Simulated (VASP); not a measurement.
Wanted: the native input for a VASP 6.6.1 run.

| Property | Result |
| --- | --- |
| Task | single point |
| Functional | PBE |
| Potentials or basis | VASP PAW PBE potentials, release 64 (Pt, S) |
| Cutoff | 520 eV |
| k mesh | 6 × 6 × 6 |
| Occupations | gaussian, width 0.1 eV |
| Spin | no spin polarisation |
| Dipole correction | no |
| Further INCAR settings | ALGO = Normal; EDIFF = 1e-06; NBANDS = 20 |

The structure of Pt2S lies in POSCAR:

```
Pt2S
1.0
    0.0000000000      2.9313773070      2.9313773070
    2.9313773070      0.0000000000      2.9313773070
    2.9313773070      2.9313773070      0.0000000000
Pt S
2 1
Direct
    0.2500000000      0.2500000000      0.2500000000
    0.7500000000      0.7500000000      0.7500000000
    0.0000000000      0.0000000000      0.0000000000
```

One way to write it, as run:

INCAR

```
ALGO = Normal ; EDIFF = 1E-6
ENCUT = 520 ; GGA = PE
ISIF = 2 ; ISMEAR = 0
LASPH = T ; LCHARG = T
LELF = T ; LREAL = F
LVHAR = T ; LWAVE = F
NBANDS = 20 ; NELM = 100
PREC = Accurate ; SIGMA = 0.1
```

KPOINTS

```
k-points
0
Gamma
  6 6 6
```

Potentials or basis: VASP PAW PBE potentials, release 64 (Pt, S).

The run is started by

```console
$ cat potpaw_PBE.64/Pt/POTCAR potpaw_PBE.64/S/POTCAR > POTCAR
$ mpirun -np 1 vasp_std > vasp.out
```

Results of the run:

The pressure is -0.1 GPa and the band gap on the k mesh is zero (bands 13 and 14 overlap by 1.37 eV).

Caveat: spin-orbit coupling is left out, which moves the levels of the heavy elements.

Wall time 8.7 s on 1 thread of AMD EPYC 9R45 96-Core Processor (Zen 5), with other jobs on the host, peak memory 0.15 GiB.
